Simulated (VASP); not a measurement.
# SiGe4 (P-3m1) in VASP: notebook, part 2 of 2

VASP 6.6.1. The steps go on from the part before.

### Step 4. Relaxation of cell and atoms, PBE

INCAR

```
  PREC = Accurate
  ENCUT = 600
  EDIFF = 1E-6
  ISMEAR = 0
  SIGMA = 0.1
  LREAL = False
  LASPH = True
  NELM = 60
  ALGO = Normal
  ISIF = 3
  LWAVE = False
  LCHARG = False
  GGA = PE
  IBRION = 2
  NSW = 90
  EDIFFG = -0.04
```

KPOINTS

```
Automatic mesh
0
Gamma
  6 6 1
```

POSCAR

```
SiGe4
1.0
    3.0026000400      0.0000000000      0.0000000000
   -1.5013000200      2.6003279100      0.0000000000
    0.0000000000      0.0000000000     23.6517786800
Si Ge
2 8
Direct
    0.3333333300      0.6666666700      0.9500000000
    0.6666666700      0.3333333300      0.0500000000
    0.3333333300      0.6666666700      0.7500000000
    0.3333333300      0.6666666700      0.1500000000
    0.3333333300      0.6666666700      0.3500000000
    0.3333333300      0.6666666700      0.5500000000
    0.6666666700      0.3333333300      0.8500000000
    0.6666666700      0.3333333300      0.2500000000
    0.6666666700      0.3333333300      0.4500000000
    0.6666666700      0.3333333300      0.6500000000
```

Potentials or basis: VASP PAW PBE potentials, release 64 (Si, Ge_d).

Launch:

```bash
$ cat potpaw_PBE.64/Si/POTCAR potpaw_PBE.64/Ge_d/POTCAR > POTCAR
$ mpirun -np 1 vasp_std > vasp.out
```

OUTCAR:

```text
PREC = Accurate
   ENCUT = 600
   EDIFF = 1E-6
   ISMEAR = 0
   LREAL = False
   LASPH = True
   NELM = 60
   ISIF = 3
   GGA = PE
   IBRION = 2
   NSW = 90
   EDIFFG = -0.04

 ion  position               nearest neighbor table
   1  0.333  0.667  0.950-   2 2.93   7 2.93   2 2.93   7 2.93   2 2.93   7 2.93
   2  0.667  0.333  0.050-   1 2.93   4 2.93   1 2.93   4 2.93   1 2.93   4 2.93
   3  0.333  0.667  0.750-
   4  0.333  0.667  0.150-   2 2.93   2 2.93   2 2.93
   5  0.333  0.667  0.350-
   6  0.333  0.667  0.550-
   7  0.667  0.333  0.850-   1 2.93   1 2.93   1 2.93
   8  0.667  0.333  0.250-
   9  0.667  0.333  0.450-
  10  0.667  0.333  0.650-

  LATTYP: Found a hexagonal cell.
 ALAT       =     3.0026000400
 C/A-ratio  =     7.8770993022

[... 306 lines left out ...]
  free  energy   TOTEN  =       -42.6651469731 eV

  energy  without entropy=      -42.6181112040  energy(sigma->0) =      -42.64162909

[... ionic steps 4 to 25 ...]

--------------------------------------- Ionic step       26  -------------------------------------------

 number of electron     119.9999942 magnetization

------------------------ aborting loop because EDIFF is reached ----------------------------------------
[... 83 lines left out ...]
--------------------------------------- Ionic step       28  -------------------------------------------

 number of electron     120.0000022 magnetization

 Free energy of the ion-electron system (eV)
  ---------------------------------------------------
  ext. energy  EPLUGINS =         0.00000000
  ---------------------------------------------------
  free energy    TOTEN  =       -43.97528868 eV

  energy without entropy =      -43.95526838  energy(sigma->0) =      -43.96527853

 E-fermi :   6.2169     XC(G=0): -10.6254

 val. band max:        6.0324842871   @ k =   0.3333   0.3333   0.0000
 cond. band min:       6.2321558586   @ k =   0.3333   0.0000   0.0000
 fundamental gap:      0.1996715715
 Fermi energy:         6.2168524625

 k-point     1 :       0.0000    0.0000    0.0000
  band No.  band energies     occupation
      1     -18.5803      2.00000
      2     -18.5803      2.00000
      3     -18.5742      2.00000
      4     -18.5742      2.00000
      5     -18.5672      2.00000
      6     -18.5638      2.00000
[... 551 lines left out ...]
  FREE ENERGIE OF THE ION-ELECTRON SYSTEM (eV)
  ---------------------------------------------------
  free  energy   TOTEN  =       -43.9752886814 eV

  energy  without entropy=      -43.9552683782  energy(sigma->0) =      -43.96527853

 reached required accuracy - stopping structural energy minimisation
```

CONTCAR:

```text
SiGe4
   1.00000000000000
     3.7890140011923150    0.0000000000000006    0.0000000000000000
    -1.8945070005961575    3.2813823765305377   -0.0000000000000000
    -0.0000000000000000    0.0000000000000000   16.0281829581802207
  Si              Ge
     2     8
Direct
     0.3333333300000021    0.6666666699999979    0.9597241093297774
     0.6666666699999979    0.3333333300000021    0.0402758906702227
     0.3333333300000021    0.6666666699999979    0.7514490744834041
     0.3333333300000021    0.6666666699999979    0.1394725852952851
     0.3333333300000021    0.6666666699999979    0.3466789132277250
     0.3333333300000021    0.6666666699999979    0.5523465958925782
     0.6666666699999979    0.3333333300000021    0.8605274147047147
     0.6666666699999979    0.3333333300000021    0.2485509255165957
     0.6666666699999979    0.3333333300000021    0.4476534041074218
     0.6666666699999979    0.3333333300000021    0.6533210867722751

  0.00000000E+00  0.00000000E+00  0.00000000E+00
  0.00000000E+00  0.00000000E+00  0.00000000E+00
  0.00000000E+00  0.00000000E+00  0.00000000E+00
  0.00000000E+00  0.00000000E+00  0.00000000E+00
  0.00000000E+00  0.00000000E+00  0.00000000E+00
  0.00000000E+00  0.00000000E+00  0.00000000E+00
  0.00000000E+00  0.00000000E+00  0.00000000E+00
  0.00000000E+00  0.00000000E+00  0.00000000E+00
  0.00000000E+00  0.00000000E+00  0.00000000E+00
  0.00000000E+00  0.00000000E+00  0.00000000E+00
```

Run time: 24 min. Hardware: 1 thread of Intel Xeon 6975P-C (Granite Rapids), shared host; peak memory 0.37 GiB.

What came out:

* Free energy: -43.9753 eV
* Relaxed volume: 19.93 Å³/atom
* Relaxed cell: a = 3.789 Å, b = 3.789 Å, c = 16.028 Å, α = 90.00°, β = 90.00°, γ = 120.00°
* Space group after relaxing (to 0.1 Å): P-3m1 (No. 164)
* Energy gained by relaxing: 152.8 meV/atom
* Ionic steps: 28
* Pressure after relaxing: 0.2 GPa
* Largest force after relaxing: 0.040 eV/Å
* Band gap on the k mesh: zero (bands 60 and 61 overlap by 2.73 eV)

Forces on the atoms (eV/Å):
```
Si   0.000  0.000  0.002
Si   0.000  0.000 -0.002
Ge   0.000  0.000  0.027
Ge   0.000  0.000  0.006
Ge   0.000  0.000 -0.010
Ge   0.000  0.000  0.040
Ge   0.000  0.000 -0.006
Ge   0.000  0.000 -0.027
Ge   0.000  0.000 -0.040
Ge   0.000  0.000  0.010
```

The path:
```tsv
step	energy change (eV)	largest force (eV/Å)	pressure (GPa)	volume (Å³)
1	0.0000	0.4272	0.06	184.67
2	-0.1750	0.5037	-0.07	184.78
3	-0.2176	0.5072	-0.02	184.78
4	-0.2861	0.4353	0.12	184.70
5	-0.5574	0.3446	0.87	184.16
6	-0.3208	0.3518	2.69	181.49
7	-0.0455	1.3379	15.46	169.24
8	-0.0721	1.3580	15.39	169.57
9	-0.1231	1.4267	15.14	170.53
10	-0.1255	1.4467	15.03	170.94
11	-0.1827	1.4172	14.55	171.51
12	-0.3459	1.3316	13.44	173.22
13	-0.6373	1.1709	11.32	176.67
14	-1.0749	0.8731	7.18	183.72
15	-1.4340	0.4168	0.21	198.36
16	-1.4371	0.3933	0.04	199.37
17	-1.4364	0.3475	-0.65	201.41
18	-1.4379	0.3762	-0.06	200.11
19	-1.4376	0.3617	-0.50	200.76
20	-1.4518	0.3418	-0.36	200.87
21	-1.4853	0.2873	-0.32	201.19
22	-1.5032	0.1813	-0.20	201.79
23	-1.5047	0.2036	-0.31	201.68
24	-1.5113	0.1721	-0.21	201.29
25	-1.5248	0.0738	0.06	200.14
26	-1.5182	0.1232	0.56	197.83
27	-1.5277	0.0427	0.17	199.33
28	-1.5277	0.0400	0.22	199.28
```

Final structure:
```
Si Ge
1.0
     3.78901    0.00000    0.00000
    -1.89451    3.28138    0.00000
     0.00000    0.00000   16.02818
Si Ge
2 8
Direct
  0.33333 0.66667 0.95972
  0.66667 0.33333 0.04028
  0.33333 0.66667 0.75145
  0.33333 0.66667 0.13947
  0.33333 0.66667 0.34668
  0.33333 0.66667 0.55235
  0.66667 0.33333 0.86053
  0.66667 0.33333 0.24855
  0.66667 0.33333 0.44765
  0.66667 0.33333 0.65332
```

Levels at points of the mesh, in eV from the Fermi level:
```
           k point  band 58  band 59  band 60  band 61  band 62  band 63  band 64  band 65
(0.00, 0.00, 0.00)     0.45     0.77     1.52     1.52     1.54     1.54     1.96     2.00
(0.50, 0.00, 0.00)    -1.53    -1.41    -0.32    -0.23    -0.22     0.64     0.79     0.87
```

Caveat: the k points lie up to 0.39 Å⁻¹ apart in the final cell, too coarse for converged energies and pressures of a metal; a cell axis changed by over 15 % at a fixed basis, so the end point is rough.

### Step 5. Single point, PBE

This run uses another cell than the first one, of 18.99 Å³/atom.

INCAR

```
SYSTEM = SiGe4
  PREC = Accurate
  ENCUT = 520
  EDIFF = 1E-6
  ISMEAR = 0
  SIGMA = 0.1
  LREAL = .False.
  LASPH = .True.
  NELM = 100
  ALGO = Normal
  ISIF = 2
  LWAVE = .False.
  LCHARG = .True.
  GGA = PE
  LELF = .True.
  LVHAR = .True.
  NBANDS = 71
```

KPOINTS

```
Automatic mesh
0
Gamma
  12 12 2
  0 0 0
```

POSCAR

```
SiGe4
1.0
    3.1962489170      0.0000000000      0.0000000000
   -1.5981244585      2.7680327589      0.0000000000
    0.0000000000      0.0000000000     21.4655514236
Si Ge
2 8
Direct
    0.3333333333      0.6666666667      0.9619258805
    0.6666666667      0.3333333333      0.0380741195
    0.3333333333      0.6666666667      0.7669801107
    0.3333333333      0.6666666667      0.1280443405
    0.3333333333      0.6666666667      0.3388174653
    0.3333333333      0.6666666667      0.5532098545
    0.6666666667      0.3333333333      0.8719556595
    0.6666666667      0.3333333333      0.2330198893
    0.6666666667      0.3333333333      0.4467901455
    0.6666666667      0.3333333333      0.6611825347
```

Launch:

```bash
$ cat potpaw_PBE.64/Si/POTCAR potpaw_PBE.64/Ge_d/POTCAR > POTCAR
$ mpirun -np 1 vasp_std > vasp.out
```

Run time: 4 min. Hardware: 1 thread of Intel Xeon 6975P-C (Granite Rapids), shared host; peak memory 0.51 GiB.

It converged, with:

| Item | Value |
| --- | --- |
| Free energy | -42.9336 eV |
| Pressure | 0.1 GPa |
| Largest force | 0.004 eV/Å |
| Band gap on the k mesh | zero (bands 60 and 61 overlap by 7.02 eV) |

Forces on the atoms (eV/Å):
```
Si   0.000  0.000  0.001
Si   0.000  0.000 -0.001
Ge   0.000  0.000  0.001
Ge   0.000  0.000 -0.003
Ge   0.000  0.000  0.004
Ge   0.000  0.000  0.002
Ge   0.000  0.000  0.003
Ge   0.000  0.000 -0.001
Ge   0.000  0.000 -0.002
Ge   0.000  0.000 -0.004
```

Levels at points of the mesh, in eV from the Fermi level:
```
           k point  band 58  band 59  band 60  band 61  band 62  band 63
(0.00, 0.00, 0.00)     4.46     4.46     4.71     4.71     5.21     5.21
(0.50, 0.00, 0.00)    -1.75    -1.00    -0.69    -0.34     0.61     1.20
(0.00, 0.00, 0.50)     4.45     4.45     4.69     4.85     4.85     4.90
(0.50, 0.00, 0.50)    -1.86    -1.08    -0.34     0.00     0.39     0.81
```

### Step 6. Summary

| task | cell | k mesh | cutoff (eV) | gap on the mesh (eV) | pressure (GPa) | largest force (eV/Å) |
| --- | --- | --- | --- | --- | --- | --- |
| single point | a = 3.003, b = 3.003, c = 23.652 Å, angles 90.0, 90.0, 120.0°, 10 atoms, atomic positions A | 6 × 6 × 1 | 520 | none | -0.1 | 0.43 |
| single point | a = 3.169, b = 3.169, c = 21.529 Å, angles 90.0, 90.0, 120.0°, 10 atoms, atomic positions B | 6 × 6 × 1 | 520 | none | -0.1 | 0.03 |
| relaxation of cell and atoms | relaxed from a = 3.003, b = 3.003, c = 23.652 Å, angles 90.0, 90.0, 120.0°, 10 atoms, atomic positions A | 6 × 6 × 1 | 600 | none | 0.2 | 0.04 |
| single point | a = 3.196, b = 3.196, c = 21.466 Å, angles 90.0, 90.0, 120.0°, 10 atoms, atomic positions C | 12 × 12 × 2 | 520 | none | 0.1 | - |

Alike in all rows: level PBE; potentials or basis VASP PAW PBE potentials, release 64 (Si, Ge_d); no spin polarisation; smearing gaussian 0.1 eV.

Caveats: some runs use coarse meshes; a cell axis changed by over 15 % at a fixed basis, so the end point is rough (at least some runs).

Total energies depend on the potentials used, so only differences within one code and one set of settings carry meaning.

The gap in the log of VASP goes by the Fermi energy; the results here count the filled bands.